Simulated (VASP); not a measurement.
# Al2Cu in VASP: single point with PBE

Aim: the single point of Al2Cu with PBE.

Everything below comes from runs of VASP 6.6.1. Logs are shortened: lines on timing, memory, paths and dates and some standing lists are left out, and cuts for length are marked.

### 1 The cell of the first run

The typed cell holds 3 atoms: a = 4.089 Å, b = 4.089 Å, c = 4.089 Å, α = 120.00°, β = 120.00°, γ = 90.01°.

### 2 Single point, PBE

Input file INCAR:

```
SYSTEM = Al2Cu
PREC = Accurate ; ENCUT = 520
EDIFF = 1E-6 ; ISMEAR = 0
SIGMA = 0.1 ; LREAL = .False.
LASPH = .True. ; NELM = 60
ALGO = Fast ; ISIF = 2
LWAVE = .False. ; LCHARG = .False.
GGA = PE ; NBANDS = 16
```

Input file KPOINTS:

```
regular mesh
0
Gamma
  14 14 14
  0 0 0
```

Input file POSCAR:

```
Al2Cu
1.0
   -2.0446280084      2.0446280084      2.8912313631
    2.0446280084     -2.0446280084      2.8912313631
    2.0446280084      2.0446280084     -2.8912313631
Al Cu
2 1
Direct
    0.7500000000      0.2500000000      0.5000000000
    0.2500000000      0.7500000000      0.5000000000
    0.5000000000      0.5000000000      0.0000000000
```

Potentials or basis: VASP PAW PBE potentials, release 64 (Al, Cu).

Launch:

```sh
$ cat potpaw_PBE.64/Al/POTCAR potpaw_PBE.64/Cu/POTCAR > POTCAR
$ mpirun -np 1 vasp_std > vasp.out
```

OUTCAR:

```text
SYSTEM = Al2Cu
   PREC = Accurate
   ENCUT = 520
   EDIFF = 1E-6
   ISMEAR = 0
   LREAL = .False.
   LASPH = .True.
   NELM = 60
   ISIF = 2
   GGA = PE

 ion  position               nearest neighbor table
   1  0.750  0.250  0.500-   3 2.50   3 2.50   3 2.50   3 2.50   2 2.89   2 2.89   2 2.89   2 2.89
                             2 2.89   2 2.89
   2  0.250  0.750  0.500-   3 2.50   3 2.50   3 2.50   3 2.50   1 2.89   1 2.89   1 2.89   1 2.89
                             1 2.89   1 2.89
   3  0.500  0.500  0.000-   2 2.50   1 2.50   1 2.50   2 2.50   1 2.50   2 2.50   2 2.50   1 2.50

  LATTYP: Found a body centered tetragonal cell.
 ALAT       =     4.0892560168
 C/A-ratio  =     1.4140622897

  Lattice vectors:

 A1 = (  -2.0446280084,   2.0446280084,   2.8912313631)
 A2 = (   2.0446280084,  -2.0446280084,   2.8912313631)
 A3 = (   2.0446280084,   2.0446280084,  -2.8912313631)

Analysis of symmetry for initial positions (statically):
=====================================================================
 Subroutine PRICEL returns:
 Original cell was already a primitive cell.

 Routine SETGRP: Setting up the symmetry group for a
 body centered tetragonal supercell.

 Subroutine GETGRP returns: Found 16 space group operations
 (whereof 16 operations were pure point group operations)
 out of a pool of 16 trial point group operations.

The static configuration has the point symmetry D_4h.

Analysis of symmetry for dynamics (positions and initial velocities):
=====================================================================
 Subroutine PRICEL returns:
 Original cell was already a primitive cell.

 Routine SETGRP: Setting up the symmetry group for a
 body centered tetragonal supercell.

 Subroutine GETGRP returns: Found 16 space group operations
 (whereof 16 operations were pure point group operations)
 out of a pool of 16 trial point group operations.

The dynamic configuration has the point symmetry D_4h.

 Subroutine INISYM returns: Found 16 space group operations
 (whereof 16 operations are pure point group operations),
 and found     1 'primitive' translations

----------------------------------------------------------------------------------------

                                     Primitive cell

  volume of cell :      48.3472

  direct lattice vectors                    reciprocal lattice vectors
    -2.044628008  2.044628008  2.891231363     0.000000000  0.244543261  0.172936696
     2.044628008 -2.044628008  2.891231363     0.244543261  0.000000000  0.172936696
     2.044628008  2.044628008 -2.891231363     0.244543261  0.244543261  0.000000000

  length of vectors
     4.089037317  4.089037317  4.089037317     0.299513785  0.299513785  0.345836396

  position of ions in fractional coordinates (direct lattice)
     0.750000000  0.250000000  0.500000000
     0.250000000  0.750000000  0.500000000
     0.500000000  0.500000000  0.000000000

  ion indices of the primitive-cell ions
   primitive index   ion index
                 1           1
                 2           2
                 3           3

----------------------------------------------------------------------------------------

 KPOINTS: regular mesh

Automatic generation of k-mesh.
 Grid dimensions read from file:
 generate k-points for:   14   14   14

 Generating k-lattice:

  Cartesian coordinates                     Fractional coordinates (reciprocal lattice)
     0.000000000  0.017467376  0.012352621     0.071428571 -0.000000000  0.000000000
     0.017467376  0.000000000  0.012352621    -0.000000000  0.071428571  0.000000000
     0.017467376  0.017467376  0.000000000     0.000000000  0.000000000  0.071428571

  Length of vectors
     0.021393842  0.021393842  0.024702600

  Shift w.r.t. Gamma in fractional coordinates (k-lattice)
     0.000000000  0.000000000  0.000000000

 Subroutine IBZKPT returns following result:
 ===========================================

 Found    244 irreducible k-points:

 Following reciprocal coordinates:
            Coordinates               Weight
  0.000000  0.000000  0.000000      1.000000
  0.071429  0.000000  0.000000      8.000000
  0.142857  0.000000 -0.000000      8.000000
  0.214286  0.000000  0.000000      8.000000
  0.285714  0.000000  0.000000      8.000000
  0.357143  0.000000  0.000000      8.000000
[... 16 lines left out ...]
  0.214286  0.142857 -0.000000     16.000000
  0.285714  0.142857 -0.000000     16.000000
 [... further k-points ...]
   k-points           NKPTS =    244   k-points in BZ     NKDIM =    244   number of bands    NBANDS=     16
   number of dos      NEDOS =    301   number of ions     NIONS =      3
   total plane-waves  NPLWV =  27000
   dimension x,y,z NGX =    30 NGY =   30 NGZ =   30
   dimension x,y,z NGXF=    60 NGYF=   60 NGZF=   60
   ions per type =               2   1
   NGX,Y,Z   is equivalent  to a cutoff of  12.20, 12.20, 12.20 a.u.
   NGXF,Y,Z  is equivalent  to a cutoff of  24.39, 24.39, 24.39 a.u.
 SYSTEM =  Al2Cu
   PREC   = accura    normal or accurate (medium, high low for compatibility)
   ISTART =      0    job   : 0-new  1-cont  2-samecut
   ICHARG =      2    charge: 1-file 2-atom 10-const
   ISPIN  =      1    spin polarized calculation?
   LNONCOLLINEAR =      F non collinear calculations
   LSORBIT =      F    spin-orbit coupling
   LASPH  =      T    aspherical Exc in radial PAW
   ENCUT  =  520.0 eV  38.22 Ry    6.18 a.u.   7.60  7.60  7.60*2*pi/ulx,y,z
   NELM   =     60;   NELMIN=  2; NELMDL= -5     # of ELM steps
   EDIFF  = 0.1E-05   stopping-criterion for ELM
   LREAL  =      F    real-space projection
   EDIFFG = 0.1E-04   stopping-criterion for IOM
   NSW    =      0    number of steps for IOM
   IBRION =     -1    ionic relax: 0-MD 1-quasi-New 2-CG
   NFREE  =      0    steps in history (QN), initial steepest desc. (CG)
   ISIF   =      2    stress and relaxation
   ISYM   =      2    0-nonsym 1-usesym 2-fastsym
   POTIM  = 0.5000    time-step for ionic-motion
   TEBEG  =    0.0;   TEEND  =   0.0 temperature during run
   PSTRESS=    0.0 pullay stress
   NELECT =      17.0000    total number of electrons
   NUPDOWN=      -1.0000    fix difference up-down
   EMIN   =  10.00;   EMAX   =-10.00  energy-range for DOS
   EFERMI =   0.00;   METHOD = LEGACY
   ISMEAR =     0;   SIGMA  =   0.10  broadening in eV -4-tet -1-fermi 0-gaus
   EFERMI_NEDOS =   21; number of points for ismear=-14 and -15
   IALGO  =     68    algorithm
   IMIX   =      4    mixing-type and parameters
     AMIX     =   0.40;   BMIX     =  1.00
     AMIX_MAG =   1.60;   BMIX_MAG =  1.00
  volume/ion in A,a.u.               =      16.12       108.75
  Fermi-wavevector in a.u.,A,eV,Ry     =   1.155493  2.183565 18.166010  1.335164
  Thomas-Fermi vector in A             =   2.292121
   LORBIT       =      0    0 simple, 1 ext, 2 COOP (PROOUT), +10 PAW based schemes
   GGA     = PE    functional components
   LHFCALC =     F    Hartree Fock is set to
   AEXX    =    0.0000 exact exchange contribution
   IVDW    =     0    specifies the selected vdW correction
   LEPSILON=     F    determine dielectric tensor
   LRPA    =     F    only Hartree local field effects (RPA)
 non-spin polarized calculation
 RMM-DIIS sequential band-by-band and
 Gauss-broadening in eV      SIGMA  =   0.10
  energy-cutoff  :      520.00
  volume of cell :       48.35
 maximum number of plane-waves:      1323
   NGX = 15   NGY = 15   NGZ = 15

 number of electron      16.9999990 magnetization

 Free energy of the ion-electron system (eV)
  ---------------------------------------------------
  ext. energy  EPLUGINS =         0.00000000
  ---------------------------------------------------
  free energy    TOTEN  =       -11.74899707 eV

  energy without entropy =      -11.74374114  energy(sigma->0) =      -11.74636911

 E-fermi :   6.9066     XC(G=0): -10.4061

 val. band max:        6.8957421331   @ k =  -0.2857   0.1429   0.0000
 cond. band min:       6.9203644957   @ k =   0.1429   0.0000  -0.0000
 fundamental gap:      0.0246223626
 Fermi energy:         6.9066031476

 k-point     1 :       0.0000    0.0000    0.0000
  band No.  band energies     occupation
      1      -3.2208      2.00000
      2       2.4003      2.00000
      3       2.4004      2.00000
      4       2.4004      2.00000
      5       2.9489      2.00000
      6       2.9491      2.00000
[... 8 lines left out ...]
     15      13.7876      0.00000
     16      13.7910      0.00000

 k-point     2 :       0.0714    0.0000    0.0000
  band No.  band energies     occupation
      1      -3.1531      2.00000
      2       2.3775      2.00000
      3       2.4110      2.00000
      4       2.4110      2.00000
      5       2.9461      2.00000
      6       2.9463      2.00000
[... 8 lines left out ...]
     15      13.0687      0.00000
     16      13.6171      0.00000

 k-point     3 :       0.1429    0.0000   -0.0000
  band No.  band energies     occupation
      1      -2.9507      2.00000
      2       2.3078      2.00000
      3       2.4397      2.00000
      4       2.4398      2.00000
      5       2.9404      2.00000
      6       2.9406      2.00000
[... 8 lines left out ...]
     15      12.6998      0.00000
     16      13.3230      0.00000

 k-point     4 :       0.2143    0.0000    0.0000
  band No.  band energies     occupation
      1      -2.6163      2.00000
      2       2.1822      2.00000
      3       2.4775      2.00000
      4       2.4775      2.00000
      5       2.9388      2.00000
      6       2.9389      2.00000
[... 8 lines left out ...]
     15      12.7138      0.00000
     16      14.0107      0.00000
[... 324 lines left out ...]
 k-point    22 :       0.1429    0.1429   -0.0000
  band No.  band energies     occupation
      1      -2.5045      2.00000
      2       2.1746      2.00000
      3       2.4667      2.00000
      4       2.5088      2.00000
      5       2.8908      2.00000
      6       2.9757      2.00000
[... 8 lines left out ...]
     15      14.1701      0.00000
     16      15.4368      0.00000

 k-point    23 :       0.2143    0.1429   -0.0000
  band No.  band energies     occupation
      1      -2.0868      2.00000
      2       2.0332      2.00000
      3       2.4761      2.00000
      4       2.5576      2.00000
      5       2.8790      2.00000
      6       2.9949      2.00000
[... 8 lines left out ...]
     15      14.2179      0.00000
     16      16.5609      0.00000

 k-point    24 :       0.2857    0.1429   -0.0000
  band No.  band energies     occupation
      1      -1.5498      2.00000
      2       1.7698      2.00000
      3       2.4778      2.00000
      4       2.5939      2.00000
      5       2.8930      2.00000
      6       3.0103      2.00000
[... 8 lines left out ...]
     15      14.0073      0.00000
     16      17.4589      0.00000

 [... further k-points ...]

------------------------ aborting loop because EDIFF is reached ----------------------------------------

  FORCE on cell =-STRESS in cart. coord.  units (eV):
  Direction    XX          YY          ZZ          XY          YZ          ZX
  --------------------------------------------------------------------------------------
  -------------------------------------------------------------------------------------
  Total        0.0463210      0.0463210      0.0489726      0.0000000      0.0000000      0.0000000
  in kB        1.5350312      1.5350312      1.6229032      0.0000000      0.0000000      0.0000000
  external PRESSURE =       1.5643219 kB  Pullay stress =       0.0000000 kB

 VOLUME and BASIS-vectors are now :
 -----------------------------------------------------------------------------
  energy-cutoff  :      520.00
  volume of cell :       48.35
      direct lattice vectors                 reciprocal lattice vectors
    -2.044628008  2.044628008  2.891231363     0.000000000  0.244543261  0.172936696
     2.044628008 -2.044628008  2.891231363     0.244543261  0.000000000  0.172936696
     2.044628008  2.044628008 -2.891231363     0.244543261  0.244543261  0.000000000

 POSITION                                       TOTAL-FORCE (eV/Angst)
 -----------------------------------------------------------------------------------
      0.00000      2.04463      1.44562        -0.000000      0.000000     -0.000000
      2.04463      0.00000      1.44562         0.000000     -0.000000     -0.000000
      0.00000      0.00000      2.89123        -0.000000      0.000000      0.000000
 -----------------------------------------------------------------------------------
    total drift:                                0.000000     -0.000000      0.000000

  FREE ENERGIE OF THE ION-ELECTRON SYSTEM (eV)
  ---------------------------------------------------
  free  energy   TOTEN  =       -11.7489970730 eV

  energy  without entropy=      -11.7437411385  energy(sigma->0) =      -11.74636911
```

It took 2.1 min on 1 thread of Intel Xeon 6975P-C (Granite Rapids), shared host; peak memory 0.3 GiB.

What came out:

* Free energy: -11.7490 eV
* Pressure: 0.2 GPa
